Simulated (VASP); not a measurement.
# C (Fmmm) in VASP: a series of runs

The runs below take C through single point, relaxation of cell and atoms, with PBE.

Everything below comes from runs of VASP 6.6.1. Logs are shortened: lines on timing, memory, paths and dates and some standing lists are left out, and cuts for length are marked.

### 1 The cell of the first run

It takes space group Fmmm (No. 69, orthorhombic). The conventional cell has a = 2.467 Å, b = 4.272 Å, c = 8.476 Å, α = 90.00°, β = 90.00°, γ = 90.00°. Within 1.9 Å of C (site symmetry m2m) lie 3 C at 1.42 Å.

### 2 Single point, PBE

Input file INCAR:

```
SYSTEM = C
ALGO = Normal
EDIFF = 1E-7
ENCUT = 520
GGA = PE
ISIF = 2
ISMEAR = 0
LASPH = .TRUE.
LCHARG = .FALSE.
LREAL = .FALSE.
LWAVE = .FALSE.
NBANDS = 11
NELM = 60
PREC = Accurate
SIGMA = 0.02
```

Input file KPOINTS:

```
k-points
0
G
  18 18 18
  0 0 0
```

Input file POSCAR:

```
C
1.0
    0.0000000000      2.1360244158      4.2381842892
    1.2332951969      0.0000000000      4.2381842892
    1.2332951969      2.1360244158      0.0000000000
C
2
Direct
    0.1666700049      0.8333299951      0.1666700049
    0.8333299951      0.1666700049      0.8333299951
```

Potentials or basis: VASP PAW PBE potentials, release 64 (C).

Started as:

```bash
$ cat potpaw_PBE.64/C/POTCAR > POTCAR
$ mpirun -np 1 vasp_std > vasp.out
```

OUTCAR:

```text
SYSTEM = C
   EDIFF = 1E-7
   ENCUT = 520
   GGA = PE
   ISIF = 2
   ISMEAR = 0
   LASPH = .TRUE.
   LREAL = .FALSE.
   NELM = 60
   PREC = Accurate

 ion  position               nearest neighbor table
   1  0.167  0.833  0.167-   2 1.42   2 1.42   2 1.42
   2  0.833  0.167  0.833-   1 1.42   1 1.42   1 1.42

  LATTYP: Found a face centered orthorhombic cell.
 ALAT       =     2.4665903938
 B/A-ratio  =     1.7319652433
 C/A-ratio  =     3.4364719005

  Lattice vectors:

 A1 = (   0.0000000000,   2.1360244158,   4.2381842892)
 A2 = (   1.2332951969,   0.0000000000,   4.2381842892)
 A3 = (   1.2332951969,   2.1360244158,   0.0000000000)

Analysis of symmetry for initial positions (statically):
=====================================================================
 Subroutine PRICEL returns:
 Original cell was already a primitive cell.

 Routine SETGRP: Setting up the symmetry group for a
 face centered orthorhombic supercell.

 Subroutine GETGRP returns: Found  8 space group operations
 (whereof  8 operations were pure point group operations)
 out of a pool of  8 trial point group operations.

The static configuration has the point symmetry D_2h.

Analysis of symmetry for dynamics (positions and initial velocities):
=====================================================================
 Subroutine PRICEL returns:
 Original cell was already a primitive cell.

 Routine SETGRP: Setting up the symmetry group for a
 face centered orthorhombic supercell.

 Subroutine GETGRP returns: Found  8 space group operations
 (whereof  8 operations were pure point group operations)
 out of a pool of  8 trial point group operations.

The dynamic configuration has the point symmetry D_2h.

 Subroutine INISYM returns: Found  8 space group operations
 (whereof  8 operations are pure point group operations),
 and found     1 'primitive' translations

----------------------------------------------------------------------------------------

                                     Primitive cell

  volume of cell :      22.3297

  direct lattice vectors                    reciprocal lattice vectors
     0.000000000  2.136024416  4.238184289    -0.405417942  0.234079721  0.117975049
     1.233295197  0.000000000  4.238184289     0.405417942 -0.234079721  0.117975049
     1.233295197  2.136024416  0.000000000     0.405417942  0.234079721 -0.117975049

  length of vectors
     4.746030591  4.413980416  2.466499006     0.482778557  0.482778557  0.482778557

  position of ions in fractional coordinates (direct lattice)
     0.166670005  0.833329995  0.166670005
     0.833329995  0.166670005  0.833329995

  ion indices of the primitive-cell ions
   primitive index   ion index
                 1           1
                 2           2

----------------------------------------------------------------------------------------

 KPOINTS: k-points

Automatic generation of k-mesh.
 Grid dimensions read from file:
 generate k-points for:   18   18   18

 Generating k-lattice:

  Cartesian coordinates                     Fractional coordinates (reciprocal lattice)
    -0.022523219  0.013004429  0.006554169     0.055555556  0.000000000  0.000000000
     0.022523219 -0.013004429  0.006554169     0.000000000  0.055555556  0.000000000
     0.022523219  0.013004429 -0.006554169     0.000000000  0.000000000  0.055555556

  Length of vectors
     0.026821031  0.026821031  0.026821031

  Shift w.r.t. Gamma in fractional coordinates (k-lattice)
     0.000000000  0.000000000  0.000000000

 Subroutine IBZKPT returns following result:
 ===========================================

 Found    865 irreducible k-points:

 Following reciprocal coordinates:
            Coordinates               Weight
  0.000000  0.000000  0.000000      1.000000
  0.055556  0.000000  0.000000      8.000000
  0.111111  0.000000  0.000000      8.000000
  0.166667  0.000000  0.000000      8.000000
  0.222222  0.000000  0.000000      8.000000
  0.277778  0.000000  0.000000      8.000000
[... 16 lines left out ...]
 -0.277778  0.055556 -0.000000      8.000000
 -0.222222  0.055556  0.000000      8.000000
 [... further k-points ...]
   k-points           NKPTS =    865   k-points in BZ     NKDIM =    865   number of bands    NBANDS=     11
   number of dos      NEDOS =    301   number of ions     NIONS =      2
   total plane-waves  NPLWV =  23328
   dimension x,y,z NGX =    36 NGY =   36 NGZ =   18
   dimension x,y,z NGXF=    72 NGYF=   72 NGZF=   36
   ions per type =               2
   NGX,Y,Z   is equivalent  to a cutoff of  12.61, 13.56, 12.13 a.u.
   NGXF,Y,Z  is equivalent  to a cutoff of  25.22, 27.12, 24.26 a.u.
 SYSTEM =  C
   PREC   = accura    normal or accurate (medium, high low for compatibility)
   ISTART =      0    job   : 0-new  1-cont  2-samecut
   ICHARG =      2    charge: 1-file 2-atom 10-const
   ISPIN  =      1    spin polarized calculation?
   LNONCOLLINEAR =      F non collinear calculations
   LSORBIT =      F    spin-orbit coupling
   LASPH  =      T    aspherical Exc in radial PAW
   ENCUT  =  520.0 eV  38.22 Ry    6.18 a.u.   8.82  8.21  4.59*2*pi/ulx,y,z
   NELM   =     60;   NELMIN=  2; NELMDL= -5     # of ELM steps
   EDIFF  = 0.1E-06   stopping-criterion for ELM
   LREAL  =      F    real-space projection
   EDIFFG = 0.1E-05   stopping-criterion for IOM
   NSW    =      0    number of steps for IOM
   IBRION =     -1    ionic relax: 0-MD 1-quasi-New 2-CG
   NFREE  =      0    steps in history (QN), initial steepest desc. (CG)
   ISIF   =      2    stress and relaxation
   ISYM   =      2    0-nonsym 1-usesym 2-fastsym
   POTIM  = 0.5000    time-step for ionic-motion
   TEBEG  =    0.0;   TEEND  =   0.0 temperature during run
   PSTRESS=    0.0 pullay stress
   NELECT =       8.0000    total number of electrons
   NUPDOWN=      -1.0000    fix difference up-down
   EMIN   =  10.00;   EMAX   =-10.00  energy-range for DOS
   EFERMI =   0.00;   METHOD = LEGACY
   ISMEAR =     0;   SIGMA  =   0.02  broadening in eV -4-tet -1-fermi 0-gaus
   EFERMI_NEDOS =   21; number of points for ismear=-14 and -15
   IALGO  =     38    algorithm
   IMIX   =      4    mixing-type and parameters
     AMIX     =   0.40;   BMIX     =  1.00
     AMIX_MAG =   1.60;   BMIX_MAG =  1.00
  volume/ion in A,a.u.               =      11.16        75.34
  Fermi-wavevector in a.u.,A,eV,Ry     =   1.162725  2.197232 18.394127  1.351930
  Thomas-Fermi vector in A             =   2.299283
   LORBIT       =      0    0 simple, 1 ext, 2 COOP (PROOUT), +10 PAW based schemes
   GGA     = PE    functional components
   LHFCALC =     F    Hartree Fock is set to
   AEXX    =    0.0000 exact exchange contribution
   IVDW    =     0    specifies the selected vdW correction
   LEPSILON=     F    determine dielectric tensor
   LRPA    =     F    only Hartree local field effects (RPA)
 non-spin polarized calculation
 Gauss-broadening in eV      SIGMA  =   0.02
  energy-cutoff  :      520.00
  volume of cell :       22.33
 maximum number of plane-waves:       619
   NGX = 17   NGY = 17   NGZ =  9

 number of electron       8.0000000 magnetization

 Free energy of the ion-electron system (eV)
  ---------------------------------------------------
  ext. energy  EPLUGINS =         0.00000000
  ---------------------------------------------------
  free energy    TOTEN  =       -18.45185750 eV

  energy without entropy =      -18.45183567  energy(sigma->0) =      -18.45184658

 E-fermi :   2.8339     XC(G=0):  -8.7590

 val. band max:        2.8260023695   @ k =  -0.2778   0.0556   0.3333
 cond. band min:       2.8420429715   @ k =  -0.2222   0.1111   0.3333
 fundamental gap:      0.0160406021
 Fermi energy:         2.8339231032

 k-point     1 :       0.0000    0.0000    0.0000
  band No.  band energies     occupation
      1     -16.6992      2.00000
      2      -4.5196      2.00000
      3      -0.2092      2.00000
      4      -0.2086      2.00000
      5       5.9367      0.00000
      6      11.1368      0.00000
      7      11.1435      0.00000
      8      14.2446      0.00000
      9      15.3216      0.00000
     10      19.8000      0.00000
     11      25.3402      0.00000

 k-point     2 :       0.0556    0.0000    0.0000
  band No.  band energies     occupation
      1     -16.6260      2.00000
      2      -4.4377      2.00000
      3      -0.5061      2.00000
      4      -0.3652      2.00000
      5       6.0489      0.00000
      6      11.1817      0.00000
      7      11.4535      0.00000
      8      13.9875      0.00000
      9      15.4543      0.00000
     10      19.7792      0.00000
     11      25.5838      0.00000

 k-point     3 :       0.1111    0.0000    0.0000
  band No.  band energies     occupation
      1     -16.4064      2.00000
      2      -4.1927      2.00000
      3      -1.3227      2.00000
      4      -0.7802      2.00000
      5       6.3851      0.00000
      6      11.2241      0.00000
      7      12.3409      0.00000
      8      13.2562      0.00000
      9      15.8833      0.00000
     10      19.7166      0.00000
     11      26.2195      0.00000

 k-point     4 :       0.1667    0.0000    0.0000
  band No.  band energies     occupation
      1     -16.0418      2.00000
      2      -3.7870      2.00000
      3      -2.4955      2.00000
      4      -1.3385      2.00000
      5       6.9430      0.00000
      6      11.1613      0.00000
      7      12.1488      0.00000
      8      13.6730      0.00000
      9      16.6184      0.00000
     10      19.6120      0.00000
     11      25.7821      0.00000
[... 239 lines left out ...]
 k-point    22 :      -0.3333    0.0556    0.0000
  band No.  band energies     occupation
      1     -13.2022      2.00000
      2      -8.2138      2.00000
      3      -3.2968      2.00000
      4      -0.7198      2.00000
      5       6.2040      0.00000
      6      10.3144      0.00000
      7      11.0065      0.00000
      8      17.8269      0.00000
      9      19.7709      0.00000
     10      20.8197      0.00000
     11      22.2314      0.00000

 k-point    23 :      -0.2778    0.0556   -0.0000
  band No.  band energies     occupation
      1     -14.1087      2.00000
      2      -6.7926      2.00000
      3      -2.9492      2.00000
      4      -1.6269      2.00000
      5       7.6767      0.00000
      6       9.5906      0.00000
      7      10.5692      0.00000
      8      18.7835      0.00000
      9      19.0458      0.00000
     10      19.5024      0.00000
     11      22.4467      0.00000

 k-point    24 :      -0.2222    0.0556    0.0000
  band No.  band energies     occupation
      1     -14.8902      2.00000
      2      -5.3257      2.00000
      3      -2.4848      2.00000
      4      -2.4647      2.00000
      5       8.4419      0.00000
      6       9.2587      0.00000
      7      10.7705      0.00000
      8      17.1508      0.00000
      9      18.5764      0.00000
     10      19.5022      0.00000
     11      23.2314      0.00000

 [... further k-points ...]

------------------------ aborting loop because EDIFF is reached ----------------------------------------

  FORCE on cell =-STRESS in cart. coord.  units (eV):
  Direction    XX          YY          ZZ          XY          YZ          ZX
  --------------------------------------------------------------------------------------
  -------------------------------------------------------------------------------------
  Total        0.0771083      0.0771542     -0.0020411      0.0000000      0.0000000      0.0000000
  in kB        5.5325931      5.5358885     -0.1464503      0.0000000      0.0000000      0.0000000
  external PRESSURE =       3.6406771 kB  Pullay stress =       0.0000000 kB

 VOLUME and BASIS-vectors are now :
 -----------------------------------------------------------------------------
  energy-cutoff  :      520.00
  volume of cell :       22.33
      direct lattice vectors                 reciprocal lattice vectors
     0.000000000  2.136024416  4.238184289    -0.405417942  0.234079721  0.117975049
     1.233295197  0.000000000  4.238184289     0.405417942 -0.234079721  0.117975049
     1.233295197  2.136024416  0.000000000     0.405417942  0.234079721 -0.117975049

 POSITION                                       TOTAL-FORCE (eV/Angst)
 -----------------------------------------------------------------------------------
      1.23330      0.71202      4.23818         0.000000      0.000016      0.000000
      1.23330      3.56003      4.23818         0.000000     -0.000016      0.000000
 -----------------------------------------------------------------------------------
    total drift:                               -0.000000     -0.000000     -0.000000

  FREE ENERGIE OF THE ION-ELECTRON SYSTEM (eV)
  ---------------------------------------------------
  free  energy   TOTEN  =       -18.4518575009 eV

  energy  without entropy=      -18.4518356665  energy(sigma->0) =      -18.45184658
```

Run time: 2.8 min. Hardware: 1 thread of Intel Xeon Platinum 8488C (Sapphire Rapids), shared host; peak memory 0.28 GiB.

Results:

- Free energy: -18.4519 eV
- Pressure: 0.4 GPa

Caveat: this functional lacks dispersion, which binds layers or chains, so the pressure and a relaxed spacing across them are unreliable.

### 3 Relaxation of cell and atoms, PBE

This run uses another cell than the first one, of 8.92 Å³/atom.

Input file INCAR:

```
  PREC = Accurate
  ENCUT = 600
  EDIFF = 1E-6
  ISMEAR = 0
  SIGMA = 0.02
  LREAL = F
  LASPH = T
  NELM = 60
  ALGO = Normal
  ISIF = 3
  LWAVE = F
  LCHARG = F
  GGA = PE
  IBRION = 2
  NSW = 70
  EDIFFG = -0.005
```

Input file KPOINTS:

```
regular mesh
0
Gamma
  18 18 18
```

Input file POSCAR:

```
C
1.0
    0.0000000000      2.1341717713      3.3921351652
    1.2328129398      0.0000000000      3.3921351652
    1.2328129398      2.1341717713      0.0000000000
C
2
Direct
    0.1666996624      0.8333003376      0.1666996624
    0.8333003376      0.1666996624      0.8333003376
```

Potentials or basis: VASP PAW PBE potentials, release 64 (C).

Started as:

```bash
$ cat potpaw_PBE.64/C/POTCAR > POTCAR
$ mpirun -np 1 vasp_std > vasp.out
```

OUTCAR:

```text
PREC = Accurate
   ENCUT = 600
   EDIFF = 1E-6
   ISMEAR = 0
   LREAL = F
   LASPH = T
   NELM = 60
   ISIF = 3
   GGA = PE
   IBRION = 2
   NSW = 70
   EDIFFG = -0.005

 ion  position               nearest neighbor table
   1  0.167  0.833  0.167-   2 1.42   2 1.42   2 1.42
   2  0.833  0.167  0.833-   1 1.42   1 1.42   1 1.42

  LATTYP: Found a face centered orthorhombic cell.
 ALAT       =     2.4656258796
 B/A-ratio  =     1.7311399827
 C/A-ratio  =     2.7515408508

  Lattice vectors:

 A1 = (   0.0000000000,   2.1341717713,   3.3921351652)
 A2 = (   1.2328129398,   0.0000000000,   3.3921351652)
 A3 = (   1.2328129398,   2.1341717713,   0.0000000000)

Analysis of symmetry for initial positions (statically):
=====================================================================
 Subroutine PRICEL returns:
 Original cell was already a primitive cell.

 Routine SETGRP: Setting up the symmetry group for a
[... 810 lines left out ...]
      1     -14.1375      2.00000
      2      -4.5208      2.00000
      3      -1.6649      2.00000
      4      -1.4853      2.00000
      5       9.6028      0.00000
      6      10.0419      0.00000
      7      11.6543      0.00000
      8      18.0155      0.00000

 [... further k-points ...]

[... ionic steps 4 to 43 ...]

--------------------------------------- Ionic step       44  -------------------------------------------

 number of electron       8.0000000 magnetization

------------------------ aborting loop because EDIFF is reached ----------------------------------------
[... 67 lines left out ...]
--------------------------------------- Ionic step       46  -------------------------------------------

 number of electron       8.0000000 magnetization

 Free energy of the ion-electron system (eV)
  ---------------------------------------------------
  ext. energy  EPLUGINS =         0.00000000
  ---------------------------------------------------
  free energy    TOTEN  =       -18.45039079 eV

  energy without entropy =      -18.45038000  energy(sigma->0) =      -18.45038540

 E-fermi :   3.3147     XC(G=0):  -9.1869

 val. band max:        3.3016064715   @ k =  -0.2778   0.0556   0.3333
 cond. band min:       3.3279032971   @ k =  -0.2222   0.1111   0.3333
 fundamental gap:      0.0262968256
 Fermi energy:         3.3147468626
[... 293 lines left out ...]
  FREE ENERGIE OF THE ION-ELECTRON SYSTEM (eV)
  ---------------------------------------------------
  free  energy   TOTEN  =       -18.4503907879 eV

  energy  without entropy=      -18.4503800049  energy(sigma->0) =      -18.45038540

 reached required accuracy - stopping structural energy minimisation
```

Wall time 23 min (1 thread of Intel Xeon Platinum 8488C (Sapphire Rapids), shared host); peak memory 0.25 GiB.

What came out:

| Property | Result |
| --- | --- |
| Free energy | -18.4504 eV |
| Relaxed volume | 10.45 Å³/atom |
| Relaxed cell | a = 4.503 Å, b = 4.152 Å, c = 2.467 Å, α = 81.46°, β = 65.74°, γ = 32.80° |
| Space group after relaxing (to 0.1 Å) | Fmmm (No. 69) |
| Energy gained by relaxing | 11.0 meV/atom |
| Ionic steps | 46 |
| Pressure after relaxing | 0.0 GPa |

Forces on the atoms (eV/Å):
```
C    0.000  0.003  0.000
C    0.000 -0.003  0.000
```

Stress tensor (GPa, compression positive):
```
-0.01  0.00  0.00
 0.00  0.01  0.00
 0.00  0.00  0.08
```

The path:
```csv
step,energy change (eV),largest force (eV/Å),pressure (GPa),volume (Å³)
1,0.0000,0.0034,1.40,17.85
3,-0.0055,0.0597,-3.09,18.60
5,-0.0076,0.0410,-2.71,18.71
7,-0.0150,0.0452,-1.14,19.18
9,-0.0198,0.2004,1.67,20.02
11,-0.0214,0.1333,0.81,20.46
13,-0.0219,0.0200,-0.38,20.71
15,-0.0219,0.0326,-0.13,20.72
17,-0.0219,0.0028,0.12,20.72
19,-0.0219,0.0073,0.08,20.72
21,-0.0219,0.0168,0.04,20.73
23,-0.0219,0.0119,-0.08,20.75
25,-0.0220,0.0030,-0.13,20.76
27,-0.0220,0.0488,0.00,20.79
29,-0.0220,0.0195,-0.01,20.78
31,-0.0220,0.0164,0.20,20.81
33,-0.0220,0.0080,0.17,20.80
35,-0.0220,0.0079,0.12,20.81
37,-0.0220,0.0315,-0.05,20.87
39,-0.0220,0.0273,-0.01,20.86
41,-0.0220,0.0057,-0.09,20.90
43,-0.0220,0.0031,-0.04,20.90
45,-0.0220,0.0019,-0.03,20.90
46,-0.0220,0.0027,0.02,20.90
```

Final structure:
```
C
1.0
     0.00000    2.13647    3.96430
     1.23364    0.00000    3.96430
     1.23364    2.13647    0.00000
C
2
Direct
  0.16667 0.83333 0.16667
  0.83333 0.16667 0.83333
```

Caveat: the volume moved by over 15 % at a fixed basis, so the end points are rough; this functional lacks dispersion, which binds layers or chains, so the pressure and a relaxed spacing across them are unreliable. Zero-point motion and thermal expansion aren't in these numbers.
